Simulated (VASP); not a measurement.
# GaSb (I-4m2) in VASP: further runs

Runs on GaSb. Level: PBE. Tasks: single point.

Everything below comes from runs of VASP 6.6.1. Logs are shortened: lines on timing, memory, paths and dates and some standing lists are left out, and cuts for length are marked.

**1. The cell of the first run**

Symmetry: I-4m2, No. 119, tetragonal system. Conventional cell: a = 5.531 Å, b = 5.531 Å, c = 2.909 Å, α = 90.00°, β = 90.00°, γ = 90.00°. Ga (site symmetry -4m2) has 8 Sb at 2.86 to 3.52 Å and 2 Ga at 2.91 Å within 3.8 Å. Within 3.8 Å of Sb (site symmetry -4m2) lie 8 Ga at 2.86 to 3.52 Å and 2 Sb at 2.91 Å.

**2. Single point, PBE**

Contents of INCAR:

```
SYSTEM = GaSb
ALGO = Normal ; EDIFF = 1E-7
ENCUT = 520 ; GGA = PE
ISIF = 2 ; ISMEAR = 0
LASPH = .TRUE. ; LCHARG = .TRUE.
LELF = .TRUE. ; LREAL = .FALSE.
LVHAR = .TRUE. ; LWAVE = .FALSE.
NBANDS = 16 ; NELM = 100
PREC = Accurate ; SIGMA = 0.15
```

Contents of KPOINTS:

```
k-points
0
G
  16 16 16
  0 0 0
```

Contents of POSCAR:

```
GaSb
1.0
   -2.7657340133      2.7657340133      1.4546000000
    2.7657340133     -2.7657340133      1.4546000000
    2.7657340133      2.7657340133     -1.4546000000
Ga Sb
1 1
Direct
    0.2500000000      0.7500000000      0.5000000000
    0.0000000000      0.0000000000      0.0000000000
```

Potentials or basis: VASP PAW PBE potentials, release 64 (Ga_d, Sb).

Command:

```console
$ cat potpaw_PBE.64/Ga_d/POTCAR potpaw_PBE.64/Sb/POTCAR > POTCAR
$ mpirun -np 1 vasp_std > vasp.out
```

OUTCAR:

```text
SYSTEM = GaSb
   EDIFF = 1E-7
   ENCUT = 520
   GGA = PE
   ISIF = 2
   ISMEAR = 0
   LASPH = .TRUE.
   LREAL = .FALSE.
   NELM = 100
   PREC = Accurate

 ion  position               nearest neighbor table
   1  0.250  0.750  0.500-   2 2.86   2 2.86   2 2.86   2 2.86
   2  0.000  0.000  0.000-   1 2.86   1 2.86   1 2.86   1 2.86

  LATTYP: Found a body centered tetragonal cell.
 ALAT       =     5.5314680266
 C/A-ratio  =     0.5259363312

  Lattice vectors:

 A1 = (  -2.7657340133,   2.7657340133,   1.4546000000)
 A2 = (   2.7657340133,  -2.7657340133,   1.4546000000)
 A3 = (   2.7657340133,   2.7657340133,  -1.4546000000)

Analysis of symmetry for initial positions (statically):
=====================================================================
 Subroutine PRICEL returns:
 Original cell was already a primitive cell.

 Routine SETGRP: Setting up the symmetry group for a
 body centered tetragonal supercell.

 Subroutine GETGRP returns: Found  8 space group operations
 (whereof  8 operations were pure point group operations)
 out of a pool of 16 trial point group operations.

The static configuration has the point symmetry D_2d.

Analysis of symmetry for dynamics (positions and initial velocities):
=====================================================================
 Subroutine PRICEL returns:
 Original cell was already a primitive cell.

 Routine SETGRP: Setting up the symmetry group for a
 body centered tetragonal supercell.

 Subroutine GETGRP returns: Found  8 space group operations
 (whereof  8 operations were pure point group operations)
 out of a pool of 16 trial point group operations.

The dynamic configuration has the point symmetry D_2d.

 Subroutine INISYM returns: Found  8 space group operations
 (whereof  8 operations are pure point group operations),
 and found     1 'primitive' translations

----------------------------------------------------------------------------------------

                                     Primitive cell

  volume of cell :      44.5066

  direct lattice vectors                    reciprocal lattice vectors
    -2.765734013  2.765734013  1.454600000     0.000000000  0.180783834  0.343737110
     2.765734013 -2.765734013  1.454600000     0.180783834  0.000000000  0.343737110
     2.765734013  2.765734013 -1.454600000     0.180783834  0.180783834  0.000000000

  length of vectors
     4.173060079  4.173060079  4.173060079     0.388378675  0.388378675  0.255666951

  position of ions in fractional coordinates (direct lattice)
     0.250000000  0.750000000  0.500000000
     0.000000000  0.000000000  0.000000000

  ion indices of the primitive-cell ions
   primitive index   ion index
                 1           1
                 2           2

----------------------------------------------------------------------------------------

 KPOINTS: k-points

Automatic generation of k-mesh.
 Grid dimensions read from file:
 generate k-points for:   16   16   16

 Generating k-lattice:

  Cartesian coordinates                     Fractional coordinates (reciprocal lattice)
     0.000000000  0.011298990  0.021483569     0.062500000  0.000000000 -0.000000000
     0.011298990  0.000000000  0.021483569     0.000000000  0.062500000 -0.000000000
     0.011298990  0.011298990  0.000000000     0.000000000  0.000000000  0.062500000

  Length of vectors
     0.024273667  0.024273667  0.015979184

  Shift w.r.t. Gamma in fractional coordinates (k-lattice)
     0.000000000  0.000000000  0.000000000

 Subroutine IBZKPT returns following result:
 ===========================================

 Found    349 irreducible k-points:

 Following reciprocal coordinates:
            Coordinates               Weight
  0.000000  0.000000  0.000000      1.000000
  0.062500  0.000000 -0.000000      8.000000
  0.125000  0.000000 -0.000000      8.000000
  0.187500  0.000000  0.000000      8.000000
  0.250000  0.000000 -0.000000      8.000000
  0.312500  0.000000 -0.000000      8.000000
[... 16 lines left out ...]
 -0.125000  0.062500  0.000000     16.000000
 -0.062500  0.062500  0.000000      4.000000
 [... further k-points ...]
   k-points           NKPTS =    349   k-points in BZ     NKDIM =    349   number of bands    NBANDS=     16
   number of dos      NEDOS =    301   number of ions     NIONS =      2
   total plane-waves  NPLWV =  32768
   dimension x,y,z NGX =    32 NGY =   32 NGZ =   32
   dimension x,y,z NGXF=    64 NGYF=   64 NGZF=   64
   ions per type =               1   1
   NGX,Y,Z   is equivalent  to a cutoff of  12.75, 12.75, 12.75 a.u.
   NGXF,Y,Z  is equivalent  to a cutoff of  25.50, 25.50, 25.50 a.u.
 SYSTEM =  GaSb
   PREC   = accura    normal or accurate (medium, high low for compatibility)
   ISTART =      0    job   : 0-new  1-cont  2-samecut
   ICHARG =      2    charge: 1-file 2-atom 10-const
   ISPIN  =      1    spin polarized calculation?
   LNONCOLLINEAR =      F non collinear calculations
   LSORBIT =      F    spin-orbit coupling
   LASPH  =      T    aspherical Exc in radial PAW
   ENCUT  =  520.0 eV  38.22 Ry    6.18 a.u.   7.76  7.76  7.76*2*pi/ulx,y,z
   NELM   =    100;   NELMIN=  2; NELMDL= -5     # of ELM steps
   EDIFF  = 0.1E-06   stopping-criterion for ELM
   LREAL  =      F    real-space projection
   EDIFFG = 0.1E-05   stopping-criterion for IOM
   NSW    =      0    number of steps for IOM
   IBRION =     -1    ionic relax: 0-MD 1-quasi-New 2-CG
   NFREE  =      0    steps in history (QN), initial steepest desc. (CG)
   ISIF   =      2    stress and relaxation
   ISYM   =      2    0-nonsym 1-usesym 2-fastsym
   POTIM  = 0.5000    time-step for ionic-motion
   TEBEG  =    0.0;   TEEND  =   0.0 temperature during run
   PSTRESS=    0.0 pullay stress
   NELECT =      18.0000    total number of electrons
   NUPDOWN=      -1.0000    fix difference up-down
   EMIN   =  10.00;   EMAX   =-10.00  energy-range for DOS
   EFERMI =   0.00;   METHOD = LEGACY
   ISMEAR =     0;   SIGMA  =   0.15  broadening in eV -4-tet -1-fermi 0-gaus
   EFERMI_NEDOS =   21; number of points for ismear=-14 and -15
   IALGO  =     38    algorithm
   IMIX   =      4    mixing-type and parameters
     AMIX     =   0.40;   BMIX     =  1.00
     AMIX_MAG =   1.60;   BMIX_MAG =  1.00
  volume/ion in A,a.u.               =      22.25       150.17
  Fermi-wavevector in a.u.,A,eV,Ry     =   1.210666  2.287826 19.942211  1.465711
  Thomas-Fermi vector in A             =   2.346205
   LORBIT       =      0    0 simple, 1 ext, 2 COOP (PROOUT), +10 PAW based schemes
   GGA     = PE    functional components
   LHFCALC =     F    Hartree Fock is set to
   AEXX    =    0.0000 exact exchange contribution
   IVDW    =     0    specifies the selected vdW correction
   LEPSILON=     F    determine dielectric tensor
   LRPA    =     F    only Hartree local field effects (RPA)
 non-spin polarized calculation
 Gauss-broadening in eV      SIGMA  =   0.15
  energy-cutoff  :      520.00
  volume of cell :       44.51
 maximum number of plane-waves:      1216
   NGX = 15   NGY = 15   NGZ = 15

 number of electron      17.9999990 magnetization

 Free energy of the ion-electron system (eV)
  ---------------------------------------------------
  ext. energy  EPLUGINS =         0.00000000
  ---------------------------------------------------
  free energy    TOTEN  =        -6.89328248 eV

  energy without entropy =       -6.88492553  energy(sigma->0) =       -6.88910400

 E-fermi :   7.5145     XC(G=0): -10.6093

 val. band max:        7.5120864219   @ k =   0.3125   0.1250  -0.0000
 cond. band min:       7.5174828966   @ k =  -0.1875   0.3125   0.1875
 fundamental gap:      0.0053964747
 Fermi energy:         7.5144670192

 k-point     1 :       0.0000    0.0000    0.0000
  band No.  band energies     occupation
      1      -7.5606      2.00000
      2      -7.4222      2.00000
      3      -7.4175      2.00000
      4      -7.3468      2.00000
      5      -7.3468      2.00000
      6      -5.1406      2.00000
[... 8 lines left out ...]
     15      17.8810      0.00000
     16      18.0670      0.00000

 k-point     2 :       0.0625    0.0000   -0.0000
  band No.  band energies     occupation
      1      -7.5508      2.00000
      2      -7.4224      2.00000
      3      -7.4163      2.00000
      4      -7.3512      2.00000
      5      -7.3512      2.00000
      6      -5.0519      2.00000
[... 8 lines left out ...]
     15      17.6685      0.00000
     16      18.5423      0.00000

 k-point     3 :       0.1250    0.0000   -0.0000
  band No.  band energies     occupation
      1      -7.5230      2.00000
      2      -7.4231      2.00000
      3      -7.4128      2.00000
      4      -7.3640      2.00000
      5      -7.3638      2.00000
      6      -4.7857      2.00000
[... 8 lines left out ...]
     15      17.2565      0.00000
     16      17.4041      0.00000

 k-point     4 :       0.1875    0.0000    0.0000
  band No.  band energies     occupation
      1      -7.4817      2.00000
      2      -7.4241      2.00000
      3      -7.4082      2.00000
      4      -7.3829      2.00000
      5      -7.3819      2.00000
      6      -4.3424      2.00000
[... 8 lines left out ...]
     15      16.2872      0.00000
     16      16.6890      0.00000
[... 324 lines left out ...]
 k-point    22 :      -0.1875    0.0625   -0.0000
  band No.  band energies     occupation
      1      -7.5218      2.00000
      2      -7.4257      2.00000
      3      -7.4115      2.00000
      4      -7.3641      2.00000
      5      -7.3632      2.00000
      6      -4.6854      2.00000
[... 8 lines left out ...]
     15      17.3381      0.00000
     16      17.7675      0.00000

 k-point    23 :      -0.1250    0.0625    0.0000
  band No.  band energies     occupation
      1      -7.5499      2.00000
      2      -7.4242      2.00000
      3      -7.4152      2.00000
      4      -7.3514      2.00000
      5      -7.3508      2.00000
      6      -4.9849      2.00000
[... 8 lines left out ...]
     15      17.9992      0.00000
     16      18.6879      0.00000

 k-point    24 :      -0.0625    0.0625    0.0000
  band No.  band energies     occupation
      1      -7.5601      2.00000
      2      -7.4231      2.00000
      3      -7.4170      2.00000
      4      -7.3469      2.00000
      5      -7.3465      2.00000
      6      -5.1070      2.00000
[... 8 lines left out ...]
     15      18.0109      0.00000
     16      18.1561      0.00000

 [... further k-points ...]
[... 5 lines left out ...]
  --------------------------------------------------------------------------------------
  -------------------------------------------------------------------------------------
  Total        0.9379646      0.9379646      2.7602651      0.0000000      0.0000000      0.0000000
  in kB       33.7654573     33.7654573     99.3658125      0.0000000      0.0000000      0.0000000
  external PRESSURE =      55.6322424 kB  Pullay stress =       0.0000000 kB

 VOLUME and BASIS-vectors are now :
 -----------------------------------------------------------------------------
  energy-cutoff  :      520.00
  volume of cell :       44.51
      direct lattice vectors                 reciprocal lattice vectors
    -2.765734013  2.765734013  1.454600000     0.000000000  0.180783834  0.343737110
     2.765734013 -2.765734013  1.454600000     0.180783834  0.000000000  0.343737110
     2.765734013  2.765734013 -1.454600000     0.180783834  0.180783834  0.000000000

 POSITION                                       TOTAL-FORCE (eV/Angst)
 -----------------------------------------------------------------------------------
      2.76573     -0.00000      0.72730        -0.000000      0.000000      0.000000
      0.00000      0.00000      0.00000         0.000000     -0.000000     -0.000000
 -----------------------------------------------------------------------------------
    total drift:                                0.000000     -0.000000      0.000000

  FREE ENERGIE OF THE ION-ELECTRON SYSTEM (eV)
  ---------------------------------------------------
  free  energy   TOTEN  =        -6.8932824759 eV

  energy  without entropy=       -6.8849255337  energy(sigma->0) =       -6.88910400
```

It took 2.4 min on 1 thread of Intel Xeon Platinum 8488C (Sapphire Rapids), shared host; peak memory 0.39 GiB.

What came out:

* Free energy: -6.8933 eV
* Pressure: 5.6 GPa
* Band gap on the k mesh: zero (band 9 reaches 9.02 eV, above the bottom of band 10 at 4.47 eV)

Levels at points of the mesh, in eV from the Fermi level:
| k point | band 5 | band 6 | band 7 | band 8 | band 9 | band 10 | band 11 | band 12 | band 13 | band 14 |
| --- | --- | --- | --- | --- | --- | --- | --- | --- | --- | --- |
| (0.00, 0.00, 0.00) | -14.86 | -12.66 | -3.69 | -2.50 | -2.50 | 2.91 | 6.80 | 6.80 | 7.05 | 9.21 |
| (0.50, 0.00, 0.00) | -14.81 | -7.87 | -5.84 | -2.62 | -1.40 | -1.23 | 2.41 | 3.32 | 5.24 | 7.72 |
| (0.50, 0.50, 0.00) | -14.85 | -11.24 | -8.63 | -0.57 | 1.39 | 1.49 | 1.71 | 6.39 | 8.40 | 10.05 |
| (0.50, 0.50, 0.50) | -14.86 | -10.10 | -6.53 | -5.56 | -5.56 | 5.49 | 6.93 | 10.00 | 10.00 | 13.17 |

Caveat: spin-orbit coupling is left out, which moves the levels of the heavy elements.

(Part 1 of 2 ends here.)
